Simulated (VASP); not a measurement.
# Ca (P6_3/mmc) in VASP: a series of runs

Ca is run at these levels: r2SCAN; tasks: single point.

All numbers are computed with VASP 6.6.1; they aren't measurements. Logs are shortened: lines on timing, memory, paths and dates and some standing lists are left out, and cuts for length are marked.

### Step 1. The cell of the first run

Symmetry: P6_3/mmc, No. 194, hexagonal system. Conventional cell: a = 3.766 Å, b = 3.766 Å, c = 6.216 Å, α = 90.00°, β = 90.00°, γ = 120.00°. Ca (site symmetry -6m2) has 12 Ca at 3.77 to 3.79 Å within 4.9 Å.

This isn't the form of Ca at room conditions, which is fcc.

### Step 2. Single point, r2SCAN (38.17 Å³/atom)

The input, POSCAR:

```
Ca
1.0
    3.7658141719      0.0000000000      0.0000000000
   -1.8829070859      3.2612907388      0.0000000000
    0.0000000000      0.0000000000      6.2162971629
Ca
2
Direct
    0.3333333333      0.6666666667      0.2500000000
    0.6666666667      0.3333333333      0.7500000000
```

The input, INCAR.step1:

```
ALGO = Normal
EDIFF = 1E-4
ENCUT = 520
GGA = PE
ISMEAR = 0
LASPH = True
LCHARG = False
LREAL = False
LWAVE = True
NBANDS = 17
NELM = 100
PREC = Accurate
SIGMA = 0.1
```

The input, INCAR.step2:

```
ALGO = Normal
EDIFF = 1E-6
ENCUT = 520
ISIF = 2
ISMEAR = 0
ISTART = 1
LASPH = True
LCHARG = False
LMIXTAU = True
LREAL = False
LWAVE = False
METAGGA = R2SCAN
NBANDS = 17
NELM = 100
PREC = Accurate
SIGMA = 0.1
```

The input, KPOINTS:

```
k-points
0
Gamma
  12 12 8
```

Potentials or basis: VASP PAW PBE potentials, release 64 (Ca_sv).

On the command line:

```bash
$ cat potpaw_PBE.64/Ca_sv/POTCAR > POTCAR
$ cp INCAR.step1 INCAR
$ mpirun -np 1 vasp_std > vasp.out
$ cp INCAR.step2 INCAR
$ mpirun -np 1 vasp_std > vasp.out
```

OUTCAR:

```text
EDIFF = 1E-6
   ENCUT = 520
   ISIF = 2
   ISMEAR = 0
   ISTART = 1
   LASPH = True
   LREAL = False
   METAGGA = R2SCAN
   NELM = 100
   PREC = Accurate

 ion  position               nearest neighbor table
   1  0.333  0.667  0.250-
   2  0.667  0.333  0.750-

  LATTYP: Found a hexagonal cell.
 ALAT       =     3.7658141719
 C/A-ratio  =     1.6507179800

  Lattice vectors:

 A1 = (   3.7658141719,   0.0000000000,   0.0000000000)
 A2 = (  -1.8829070859,   3.2612907388,   0.0000000000)
 A3 = (   0.0000000000,   0.0000000000,   6.2162971629)

Analysis of symmetry for initial positions (statically):
=====================================================================
 Subroutine PRICEL returns:
 Original cell was already a primitive cell.

 Routine SETGRP: Setting up the symmetry group for a
 hexagonal supercell.

 Subroutine GETGRP returns: Found 24 space group operations
 (whereof 12 operations were pure point group operations)
 out of a pool of 24 trial point group operations.

The static configuration has the point symmetry D_3d.
 The point group associated with its full space group is D_6h.

Analysis of symmetry for dynamics (positions and initial velocities):
=====================================================================
 Subroutine PRICEL returns:
 Original cell was already a primitive cell.

 Routine SETGRP: Setting up the symmetry group for a
 hexagonal supercell.

 Subroutine GETGRP returns: Found 24 space group operations
 (whereof 12 operations were pure point group operations)
 out of a pool of 24 trial point group operations.

The dynamic configuration has the point symmetry D_3d.
 The point group associated with its full space group is D_6h.

 Subroutine INISYM returns: Found 24 space group operations
 (whereof 12 operations are pure point group operations),
 and found     1 'primitive' translations

----------------------------------------------------------------------------------------

                                     Primitive cell

  volume of cell :      76.3449

  direct lattice vectors                    reciprocal lattice vectors
     3.765814172  0.000000000  0.000000000     0.265546826  0.153313531  0.000000000
    -1.882907086  3.261290739  0.000000000     0.000000000  0.306627063  0.000000000
     0.000000000  0.000000000  6.216297163     0.000000000  0.000000000  0.160867470

  length of vectors
     3.765814172  3.765814172  6.216297163     0.306627063  0.306627063  0.160867470

  position of ions in fractional coordinates (direct lattice)
     0.333333333  0.666666667  0.250000000
     0.666666667  0.333333333  0.750000000

  ion indices of the primitive-cell ions
   primitive index   ion index
                 1           1
                 2           2

----------------------------------------------------------------------------------------

 KPOINTS: k-points

Automatic generation of k-mesh.
 Grid dimensions read from file:
 generate k-points for:   12   12    8

 Generating k-lattice:

  Cartesian coordinates                     Fractional coordinates (reciprocal lattice)
     0.022128902  0.012776128  0.000000000     0.083333333  0.000000000  0.000000000
     0.000000000  0.025552255  0.000000000     0.000000000  0.083333333  0.000000000
     0.000000000  0.000000000  0.020108434     0.000000000  0.000000000  0.125000000

  Length of vectors
     0.025552255  0.025552255  0.020108434

  Shift w.r.t. Gamma in fractional coordinates (k-lattice)
     0.000000000  0.000000000  0.000000000

 Subroutine IBZKPT returns following result:
 ===========================================

 Found     95 irreducible k-points:

 Following reciprocal coordinates:
            Coordinates               Weight
  0.000000  0.000000  0.000000      1.000000
  0.083333  0.000000  0.000000      6.000000
  0.166667  0.000000  0.000000      6.000000
  0.250000  0.000000  0.000000      6.000000
  0.333333  0.000000  0.000000      6.000000
  0.416667  0.000000  0.000000      6.000000
[... 16 lines left out ...]
  0.250000  0.000000  0.125000     12.000000
  0.333333  0.000000  0.125000     12.000000
 [... further k-points ...]
   k-points           NKPTS =     95   k-points in BZ     NKDIM =     95   number of bands    NBANDS=     17
   number of dos      NEDOS =    301   number of ions     NIONS =      2
   total plane-waves  NPLWV =  37632
   dimension x,y,z NGX =    28 NGY =   28 NGZ =   48
   dimension x,y,z NGXF=    56 NGYF=   56 NGZF=   96
   ions per type =               2
   NGX,Y,Z   is equivalent  to a cutoff of  12.36, 12.36, 12.84 a.u.
   NGXF,Y,Z  is equivalent  to a cutoff of  24.72, 24.72, 25.67 a.u.
 SYSTEM =  unknown system
   PREC   = accura    normal or accurate (medium, high low for compatibility)
   ISTART =      1    job   : 0-new  1-cont  2-samecut
   ICHARG =      0    charge: 1-file 2-atom 10-const
   ISPIN  =      1    spin polarized calculation?
   LNONCOLLINEAR =      F non collinear calculations
   LSORBIT =      F    spin-orbit coupling
   LASPH  =      T    aspherical Exc in radial PAW
   ENCUT  =  520.0 eV  38.22 Ry    6.18 a.u.   7.00  7.00 11.56*2*pi/ulx,y,z
   NELM   =    100;   NELMIN=  2; NELMDL=  0     # of ELM steps
   EDIFF  = 0.1E-05   stopping-criterion for ELM
   LREAL  =      F    real-space projection
   EDIFFG = 0.1E-04   stopping-criterion for IOM
   NSW    =      0    number of steps for IOM
   IBRION =     -1    ionic relax: 0-MD 1-quasi-New 2-CG
   NFREE  =      0    steps in history (QN), initial steepest desc. (CG)
   ISIF   =      2    stress and relaxation
   ISYM   =      2    0-nonsym 1-usesym 2-fastsym
   POTIM  = 0.5000    time-step for ionic-motion
   TEBEG  =    0.0;   TEEND  =   0.0 temperature during run
   PSTRESS=    0.0 pullay stress
   NELECT =      20.0000    total number of electrons
   NUPDOWN=      -1.0000    fix difference up-down
   EMIN   =  10.00;   EMAX   =-10.00  energy-range for DOS
   EFERMI =   0.00;   METHOD = LEGACY
   ISMEAR =     0;   SIGMA  =   0.10  broadening in eV -4-tet -1-fermi 0-gaus
   EFERMI_NEDOS =   21; number of points for ismear=-14 and -15
   IALGO  =     38    algorithm
   IMIX   =      4    mixing-type and parameters
     AMIX     =   0.40;   BMIX     =  1.00
     AMIX_MAG =   1.60;   BMIX_MAG =  1.00
  volume/ion in A,a.u.               =      38.17       257.60
  Fermi-wavevector in a.u.,A,eV,Ry     =   1.047510  1.979507 14.929358  1.097277
  Thomas-Fermi vector in A             =   2.182393
   LORBIT       =      0    0 simple, 1 ext, 2 COOP (PROOUT), +10 PAW based schemes
   METAGGA = R2SCAN    functional components
   LHFCALC =     F    Hartree Fock is set to
   AEXX    =    0.0000 exact exchange contribution
   IVDW    =     0    specifies the selected vdW correction
   LEPSILON=     F    determine dielectric tensor
   LRPA    =     F    only Hartree local field effects (RPA)
 non-spin polarized calculation
 Gauss-broadening in eV      SIGMA  =   0.10
  energy-cutoff  :      520.00
  volume of cell :       76.34
 maximum number of plane-waves:      2073
 NGX is ok and might be reduce to    28
   NGX = 13   NGY = 13   NGZ = 23

 number of electron      20.0000002 magnetization

 Free energy of the ion-electron system (eV)
  ---------------------------------------------------
  ext. energy  EPLUGINS =         0.00000000
  ---------------------------------------------------
  free energy    TOTEN  =       -13.96442787 eV

  energy without entropy =      -13.95494498  energy(sigma->0) =      -13.95968642

 E-fermi :   2.5022     XC(G=0):  -8.5588

 val. band max:        2.4989442301   @ k =   0.3333   0.1667   0.0000
 cond. band min:       2.5266705546   @ k =   0.1667   0.1667   0.0000
 fundamental gap:      0.0277263245
 Fermi energy:         2.5022114961

 k-point     1 :       0.0000    0.0000    0.0000
  band No.  band energies     occupation
      1     -41.1075      2.00000
      2     -41.0855      2.00000
      3     -21.3168      2.00000
      4     -21.1508      2.00000
      5     -21.1508      2.00000
      6     -21.1244      2.00000
[... 9 lines left out ...]
     16       5.6078      0.00000
     17       6.1034      0.00000

 k-point     2 :       0.0833    0.0000    0.0000
  band No.  band energies     occupation
      1     -41.1061      2.00000
      2     -41.0847      2.00000
      3     -21.3119      2.00000
      4     -21.1619      2.00000
      5     -21.1542      2.00000
      6     -21.1359      2.00000
[... 9 lines left out ...]
     16       5.6988      0.00000
     17       5.9422      0.00000

 k-point     3 :       0.1667    0.0000    0.0000
  band No.  band energies     occupation
      1     -41.1022      2.00000
      2     -41.0828      2.00000
      3     -21.2983      2.00000
      4     -21.1924      2.00000
      5     -21.1668      2.00000
      6     -21.1633      2.00000
[... 9 lines left out ...]
     16       5.6469      0.00000
     17       5.7868      0.00000

 k-point     4 :       0.2500    0.0000    0.0000
  band No.  band energies     occupation
      1     -41.0967      2.00000
      2     -41.0803      2.00000
      3     -21.2780      2.00000
      4     -21.2344      2.00000
      5     -21.2079      2.00000
      6     -21.1754      2.00000
[... 9 lines left out ...]
     16       5.9658      0.00000
     17       6.0268      0.00000
[... 343 lines left out ...]
      1     -41.1015      2.00000
      2     -41.0835      2.00000
      3     -21.2927      2.00000
      4     -21.1904      2.00000
      5     -21.1703      2.00000
      6     -21.1621      2.00000
[... 9 lines left out ...]
     16       5.7933      0.00000
     17       5.9239      0.00000

 k-point    23 :       0.2500    0.0000    0.1250
  band No.  band energies     occupation
      1     -41.0961      2.00000
      2     -41.0809      2.00000
      3     -21.2774      2.00000
      4     -21.2290      2.00000
      5     -21.2110      2.00000
      6     -21.1740      2.00000
[... 9 lines left out ...]
     16       6.0363      0.00000
     17       6.0533      0.00000

 k-point    24 :       0.3333    0.0000    0.1250
  band No.  band energies     occupation
      1     -41.0903      2.00000
      2     -41.0786      2.00000
      3     -21.2848      2.00000
      4     -21.2546      2.00000
      5     -21.2383      2.00000
      6     -21.1857      2.00000
[... 9 lines left out ...]
     16       6.4032      0.00000
     17       6.5473      0.00000

 [... further k-points ...]

------------------------ aborting loop because EDIFF is reached ----------------------------------------

  FORCE on cell =-STRESS in cart. coord.  units (eV):
  Direction    XX          YY          ZZ          XY          YZ          ZX
  --------------------------------------------------------------------------------------
  -------------------------------------------------------------------------------------
  Total        1.3388978      1.3388978      1.3858542      0.0000000     -0.0000000     -0.0000000
  in kB       28.0981566     28.0981566     29.0835866      0.0000000     -0.0000000     -0.0000000
  external PRESSURE =      28.4266333 kB  Pullay stress =       0.0000000 kB

 VOLUME and BASIS-vectors are now :
 -----------------------------------------------------------------------------
  energy-cutoff  :      520.00
  volume of cell :       76.34
      direct lattice vectors                 reciprocal lattice vectors
     3.765814172  0.000000000  0.000000000     0.265546826  0.153313531  0.000000000
    -1.882907086  3.261290739  0.000000000     0.000000000  0.306627063  0.000000000
     0.000000000  0.000000000  6.216297163     0.000000000  0.000000000  0.160867470

 POSITION                                       TOTAL-FORCE (eV/Angst)
 -----------------------------------------------------------------------------------
     -0.00000      2.17419      1.55407         0.000000     -0.000000      0.000000
      1.88291      1.08710      4.66222        -0.000000      0.000000     -0.000000
 -----------------------------------------------------------------------------------
    total drift:                               -0.000000      0.000000     -0.000000

  FREE ENERGIE OF THE ION-ELECTRON SYSTEM (eV)
  ---------------------------------------------------
  free  energy   TOTEN  =       -13.9644278678 eV

  energy  without entropy=      -13.9549449756  energy(sigma->0) =      -13.95968642
```

Wall time 5.1 min (1 thread of Intel Xeon Platinum 8259CL at 2.50GHz (Skylake/Cascade Lake), shared host); peak memory 0.26 GiB.

Results:

- Free energy: -13.9644 eV
- Pressure: 2.8 GPa
- Band gap on the k mesh: zero (bands 10 and 11 overlap by 0.57 eV)

Levels at points of the mesh, in eV from the Fermi level:
```csv
k point,band 7,band 8,band 9,band 10,band 11,band 12,band 13,band 14
"(0.00, 0.00, 0.00)",-23.63,-23.61,-4.56,-1.12,-0.34,2.69,2.73,2.73
"(0.50, 0.00, 0.00)",-23.66,-23.66,-1.18,-0.81,0.15,0.41,1.57,2.24
"(0.00, 0.00, 0.50)",-23.64,-23.64,-3.41,-3.41,1.59,1.59,2.73,2.73
"(0.50, 0.00, 0.50)",-23.67,-23.67,-0.77,-0.77,0.10,0.10,1.68,1.68
```

Caveat: the PAW data sets were made with another functional, which shifts forces and pressure a little.

(Part 1 of 2 ends here.)
